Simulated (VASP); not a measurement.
# Y5AlN6 (P4/mmm) in VASP: notebook, part 2 of 2

VASP 6.6.1. The steps go on from the part before.

## (3) Single point, PBE

This run uses another cell than the first one, of 16.34 Å³/atom, 1.165 times its volume.

The input, INCAR:

```
SYSTEM = Y5AlN6
PREC     = Accurate       ! precision mode
ENCUT    = 520            ! plane-wave cutoff, eV
EDIFF    = 1E-6           ! SCF threshold, eV
ISMEAR   = 0              ! smearing method
SIGMA    = 0.1            ! smearing width, eV
LREAL    = .FALSE.        ! projectors in reciprocal space
LASPH    = .TRUE.         ! aspherical terms in the spheres
NELM     = 60             ! most SCF steps
ALGO     = Normal         ! electronic algorithm
ISIF     = 2              ! what is computed and relaxed
LWAVE    = .FALSE.        ! write WAVECAR
LCHARG   = .FALSE.        ! write CHGCAR
GGA      = PE             ! functional
NBANDS   = 56             ! bands
```

The input, KPOINTS:

```
Automatic mesh
0
G
  6 6 1
  0 0 0
```

The input, POSCAR:

```
Y5AlN6
1.0
    3.5886638200      0.0000000000      0.0000000000
    0.0000000000      3.5886638200      0.0000000000
    0.0000000000      0.0000000000     15.2254111200
Y Al N
5 1 6
Direct
    0.0000000000      0.0000000000      0.8333333300
    0.5000000000      0.5000000000      0.0000000000
    0.0000000000      0.0000000000      0.1666666700
    0.5000000000      0.5000000000      0.3333333300
    0.5000000000      0.5000000000      0.6666666700
    0.0000000000      0.0000000000      0.5000000000
    0.0000000000      0.0000000000      0.0000000000
    0.5000000000      0.5000000000      0.1666666700
    0.0000000000      0.0000000000      0.3333333300
    0.5000000000      0.5000000000      0.5000000000
    0.0000000000      0.0000000000      0.6666666700
    0.5000000000      0.5000000000      0.8333333300
```

Potentials or basis: VASP PAW PBE potentials, release 64 (Y_sv, Al, N).

Launch:

```
$ cat potpaw_PBE.64/Y_sv/POTCAR potpaw_PBE.64/Al/POTCAR potpaw_PBE.64/N/POTCAR > POTCAR
$ mpirun -np 1 vasp_std > vasp.out
```

OUTCAR:

```text
SYSTEM = Y5AlN6
   PREC = Accurate
   ENCUT = 520
   EDIFF = 1E-6
   ISMEAR = 0
   LREAL = .FALSE.
   LASPH = .TRUE.
   NELM = 60
   ISIF = 2
   GGA = PE

 ion  position               nearest neighbor table
   1  0.000  0.000  0.833-  11 2.54  12 2.54  12 2.54  12 2.54  12 2.54   7 2.54   5 3.59   5 3.59
                             5 3.59   5 3.59   2 3.59   2 3.59   2 3.59   2 3.59
   2  0.500  0.500  0.000-   7 2.54   7 2.54   7 2.54   7 2.54  12 2.54   8 2.54   3 3.59   3 3.59
                             1 3.59   3 3.59   1 3.59   1 3.59   3 3.59   1 3.59
[... 814 lines left out ...]
  energy-cutoff  :      520.00
  volume of cell :      196.08
      direct lattice vectors                 reciprocal lattice vectors
     3.588663820  0.000000000  0.000000000     0.278655246  0.000000000  0.000000000
     0.000000000  3.588663820  0.000000000     0.000000000  0.278655246  0.000000000
     0.000000000  0.000000000 15.225411120     0.000000000  0.000000000  0.065679671

 POSITION                                       TOTAL-FORCE (eV/Angst)
 -----------------------------------------------------------------------------------
      0.00000      0.00000     12.68784         0.000000      0.000000     -0.037612
      1.79433      1.79433      0.00000        -0.000000      0.000000      0.000000
      0.00000      0.00000      2.53757        -0.000000     -0.000000      0.037612
      1.79433      1.79433      5.07514        -0.000000      0.000000      1.069672
      1.79433      1.79433     10.15027        -0.000000     -0.000000     -1.069672
      0.00000      0.00000      7.61271        -0.000000      0.000000      0.000000
      0.00000      0.00000      0.00000        -0.000000      0.000000      0.000000
      1.79433      1.79433      2.53757        -0.000000      0.000000     -0.024692
      0.00000      0.00000      5.07514        -0.000000      0.000000      0.140308
      1.79433      1.79433      7.61271        -0.000000      0.000000      0.000000
      0.00000      0.00000     10.15027        -0.000000      0.000000     -0.140308
      1.79433      1.79433     12.68784        -0.000000     -0.000000      0.024692
 -----------------------------------------------------------------------------------
    total drift:                                0.000000      0.000000     -0.000000

  FREE ENERGIE OF THE ION-ELECTRON SYSTEM (eV)
  ---------------------------------------------------
  free  energy   TOTEN  =      -101.4894822268 eV

  energy  without entropy=     -101.4894401331  energy(sigma->0) =     -101.48946118
```

It took 5.2 min on 1 thread of AMD EPYC 7R13, shared host; peak memory 0.31 GiB.

What came out:

```yaml
Free_energy: -101.4895 eV
Pressure: -17.9 GPa
Largest_force: 1.070 eV/Å
Band_gap_on_the_k_mesh: 0.43 eV, direct
```

Forces on the atoms (eV/Å):
```
Y    0.000  0.000 -0.038
Y    0.000  0.000  0.000
Y    0.000  0.000  0.038
Y    0.000  0.000  1.070
Y    0.000  0.000 -1.070
Al   0.000  0.000  0.000
N    0.000  0.000  0.000
N    0.000  0.000 -0.025
N    0.000  0.000  0.140
N    0.000  0.000  0.000
N    0.000  0.000 -0.140
N    0.000  0.000  0.025
```

Stress tensor (GPa, compression positive):
```
-17.53   0.00   0.00
  0.00 -17.53   0.00
  0.00   0.00 -18.50
```

Levels at points of the mesh, in eV from the valence-band top:
```
           k point  band 41  band 42  band 43  band 44  band 45  band 46  band 47  band 48
(0.00, 0.00, 0.00)    -0.28    -0.02    -0.02     0.00     0.43     0.58     0.83     1.38
(0.50, 0.00, 0.00)    -1.72    -1.13    -1.05    -0.56     3.11     3.69     4.10     4.20
(0.50, 0.50, 0.00)    -0.91    -0.53    -0.53    -0.38     0.74     0.74     1.19     2.32
```

Caveat: forces of over 1 eV/Å act on the atoms, so gaps and moduli don't describe the material at rest.

## (4) Single point, PBE

This run uses another cell than the first one, of 13.97 Å³/atom, 0.997 times its volume.

The input, INCAR:

```
  PREC = Accurate
  ENCUT = 520
  EDIFF = 1E-6
  ISMEAR = 0
  SIGMA = 0.1
  LREAL = False
  LASPH = True
  NELM = 100
  ALGO = Normal
  ISIF = 2
  LWAVE = False
  LCHARG = True
  GGA = PE
  LELF = True
  LVHAR = True
  NBANDS = 56
```

The input, KPOINTS:

```
Automatic mesh
0
Gamma
  6 6 2
```

The input, POSCAR:

```
Y5AlN6
1.0
    3.4306670367      0.0000000000      0.0000000000
    0.0000000000      3.4306670367      0.0000000000
    0.0000000000      0.0000000000     14.2469728000
Y Al N
5 1 6
Direct
    0.0000000000      0.0000000000      0.8272355700
    0.5000000000      0.5000000000      0.0000000000
    0.0000000000      0.0000000000      0.1727644300
    0.5000000000      0.5000000000      0.3470204199
    0.5000000000      0.5000000000      0.6529795801
    0.0000000000      0.0000000000      0.5000000000
    0.0000000000      0.0000000000      0.0000000000
    0.5000000000      0.5000000000      0.1712511882
    0.0000000000      0.0000000000      0.3527709694
    0.5000000000      0.5000000000      0.5000000000
    0.0000000000      0.0000000000      0.6472290306
    0.5000000000      0.5000000000      0.8287488118
```

Launch:

```
$ cat potpaw_PBE.64/Y_sv/POTCAR potpaw_PBE.64/Al/POTCAR potpaw_PBE.64/N/POTCAR > POTCAR
$ mpirun -np 1 vasp_std > vasp.out
```

Wall time 7.3 min (1 thread of AMD EPYC 7R13, shared host); peak memory 0.34 GiB.

The run converged. Its results:

```
Free energy            : -103.8616 eV
Pressure               : 0.0 GPa
Largest force          : 0.031 eV/Å
Band gap on the k mesh : 0.20 eV, direct
```

Forces on the atoms (eV/Å):
```
Y    0.000  0.000  0.009
Y    0.000  0.000  0.000
Y    0.000  0.000 -0.009
Y    0.000  0.000  0.031
Y    0.000  0.000 -0.031
Al   0.000  0.000  0.000
N    0.000  0.000  0.000
N    0.000  0.000  0.016
N    0.000  0.000  0.021
N    0.000  0.000  0.000
N    0.000  0.000 -0.021
N    0.000  0.000 -0.016
```

Stress tensor (GPa, compression positive):
```
 0.10  0.00  0.00
 0.00  0.10  0.00
 0.00  0.00 -0.06
```

Levels at points of the mesh, in eV from the valence-band top:
| k point | band 40 | band 41 | band 42 | band 43 | band 44 | band 45 | band 46 | band 47 | band 48 | band 49 |
| --- | --- | --- | --- | --- | --- | --- | --- | --- | --- | --- |
| (0.00, 0.00, 0.00) | -0.36 | -0.36 | -0.02 | -0.02 | 0.00 | 0.20 | 0.66 | 1.23 | 2.05 | 2.22 |
| (0.50, 0.00, 0.00) | -2.19 | -2.01 | -1.16 | -0.95 | -0.87 | 3.83 | 4.37 | 4.41 | 4.49 | 5.24 |
| (0.50, 0.50, 0.00) | -1.25 | -1.19 | -0.45 | -0.45 | -0.17 | 0.41 | 0.41 | 2.38 | 2.38 | 3.28 |
| (0.00, 0.00, 0.50) | -0.44 | -0.22 | -0.22 | -0.12 | -0.12 | 0.22 | 0.59 | 1.38 | 1.86 | 2.43 |
| (0.50, 0.00, 0.50) | -2.14 | -1.91 | -1.04 | -1.01 | -0.95 | 3.84 | 4.07 | 4.79 | 4.80 | 4.85 |
| (0.50, 0.50, 0.50) | -0.93 | -0.93 | -0.85 | -0.85 | -0.60 | 0.94 | 0.94 | 1.61 | 1.61 | 3.40 |

A k mesh can miss the band edges.

## (5) Relaxation of cell and atoms, PBE

This run uses another cell than the first one, of 16.34 Å³/atom, 1.165 times its volume.

The input, INCAR:

```
PREC = Accurate
ENCUT = 600
EDIFF = 1E-6
ISMEAR = 0
SIGMA = 0.1
LREAL = False
LASPH = True
NELM = 60
ALGO = Normal
ISIF = 3
LWAVE = False
LCHARG = False
GGA = PE
IBRION = 2
NSW = 90
EDIFFG = -0.04
```

The input, KPOINTS:

```
Automatic mesh
0
Gamma
  6 6 1
```

The input, POSCAR:

```
Y5AlN6
1.0
    3.5886638200      0.0000000000      0.0000000000
    0.0000000000      3.5886638200      0.0000000000
    0.0000000000      0.0000000000     15.2254111200
Y Al N
5 1 6
Direct
    0.0000000000      0.0000000000      0.8333333300
    0.5000000000      0.5000000000      0.0000000000
    0.0000000000      0.0000000000      0.1666666700
    0.5000000000      0.5000000000      0.3333333300
    0.5000000000      0.5000000000      0.6666666700
    0.0000000000      0.0000000000      0.5000000000
    0.0000000000      0.0000000000      0.0000000000
    0.5000000000      0.5000000000      0.1666666700
    0.0000000000      0.0000000000      0.3333333300
    0.5000000000      0.5000000000      0.5000000000
    0.0000000000      0.0000000000      0.6666666700
    0.5000000000      0.5000000000      0.8333333300
```

Launch:

```
$ cat potpaw_PBE.64/Y_sv/POTCAR potpaw_PBE.64/Al/POTCAR potpaw_PBE.64/N/POTCAR > POTCAR
$ mpirun -np 1 vasp_std > vasp.out
```

Run time: 50 min. Hardware: 1 thread of AMD EPYC 7R13, shared host; peak memory 0.38 GiB.

Results (log left out):

```
Free energy                            : -103.8542 eV
Relaxed volume                         : 13.98 Å³/atom
Relaxed cell                           : a = 3.430 Å, b = 3.430 Å, c = 14.263 Å, α = 90.00°, β = 90.00°, γ = 90.00°
Space group after relaxing (to 0.05 Å) : P4/mmm (No. 123)
Energy gained by relaxing              : 196.3 meV/atom
Ionic steps                            : 15
Pressure after relaxing                : 0.0 GPa
Largest force after relaxing           : 0.026 eV/Å
Band gap on the k mesh                 : 0.22 eV, direct
```

Forces in eV/Å, atoms in the order of the input:
```
Y    0.000  0.000  0.016
Y    0.000  0.000  0.000
Y    0.000  0.000 -0.016
Y    0.000  0.000 -0.026
Y    0.000  0.000  0.026
Al   0.000  0.000  0.000
N    0.000  0.000  0.000
N    0.000  0.000  0.010
N    0.000  0.000 -0.016
N    0.000  0.000  0.000
N    0.000  0.000  0.016
N    0.000  0.000 -0.010
```

Stress tensor (GPa, compression positive):
```
-0.01  0.00  0.00
 0.00 -0.01  0.00
 0.00  0.00 -0.10
```

Step by step:
```csv
step,energy change (eV),largest force (eV/Å),pressure (GPa),volume (Å³)
1,0.0000,1.0697,-17.94,196.08
2,-0.5384,1.4517,25.52,148.61
3,-1.8737,0.9805,-0.06,167.94
4,-1.8742,0.9749,0.45,167.41
5,-2.0071,0.9111,0.58,167.09
6,-2.1326,1.4320,2.18,166.12
7,-2.1474,1.1290,1.50,166.40
8,-2.2352,0.8387,0.30,167.51
9,-2.3233,0.1820,-2.22,170.17
10,-2.3469,0.1603,-0.03,167.87
11,-2.3469,0.1599,0.09,167.83
12,-2.3498,0.1307,-0.02,167.82
13,-2.3550,0.0555,-0.03,167.78
14,-2.3515,0.1263,-0.01,167.71
15,-2.3559,0.0257,-0.04,167.76
```

Final structure:
```
Y Al N
1.0
     3.42957    0.00000    0.00000
     0.00000    3.42957    0.00000
     0.00000    0.00000   14.26268
Y Al N
5 1 6
Direct
  0.00000 0.00000 0.82701
  0.50000 0.50000 0.00000
  0.00000 0.00000 0.17299
  0.50000 0.50000 0.34743
  0.50000 0.50000 0.65257
  0.00000 0.00000 0.50000
  0.00000 0.00000 0.00000
  0.50000 0.50000 0.17149
  0.00000 0.00000 0.35317
  0.50000 0.50000 0.50000
  0.00000 0.00000 0.64683
  0.50000 0.50000 0.82851
```

Levels at points of the mesh, in eV from the valence-band top:
| k point | band 42 | band 43 | band 44 | band 45 | band 46 | band 47 |
| --- | --- | --- | --- | --- | --- | --- |
| (0.00, 0.00, 0.00) | -0.01 | -0.01 | 0.00 | 0.22 | 0.67 | 1.24 |
| (0.50, 0.00, 0.00) | -1.15 | -0.95 | -0.87 | 3.84 | 4.38 | 4.41 |
| (0.50, 0.50, 0.00) | -0.43 | -0.43 | -0.17 | 0.42 | 0.42 | 2.38 |

## (6) The runs side by side

| task | cell | k mesh | cutoff (eV) | gap on the mesh (eV) | pressure (GPa) | largest force (eV/Å) |
| --- | --- | --- | --- | --- | --- | --- |
| single point | a = 3.435, b = 3.435, c = 14.261 Å, 12 atoms | 6 × 6 × 1 | 520 | 0.21 | -0.4 | 0.03 |
| single point | a = 3.589, b = 3.589, c = 15.225 Å, 12 atoms | 6 × 6 × 1 | 520 | 0.43 | -17.9 | 1.07 |
| single point | a = 3.431, b = 3.431, c = 14.247 Å, 12 atoms | 6 × 6 × 2 | 520 | 0.20 | 0.0 | 0.03 |
| relaxation of cell and atoms | relaxed from a = 3.589, b = 3.589, c = 15.225 Å, 12 atoms | 6 × 6 × 1 | 600 | 0.22 | 0.0 | 0.03 |

Alike in all rows: level PBE; potentials or basis VASP PAW PBE potentials, release 64 (Y_sv, Al, N); no spin polarisation; smearing gaussian 0.1 eV.

Caveats: some runs use coarse meshes; forces of over 1 eV/Å act on the atoms, so gaps and moduli don't describe the material at rest (some runs).

Total energies depend on the potentials used, so only differences within one code and one set of settings carry meaning.
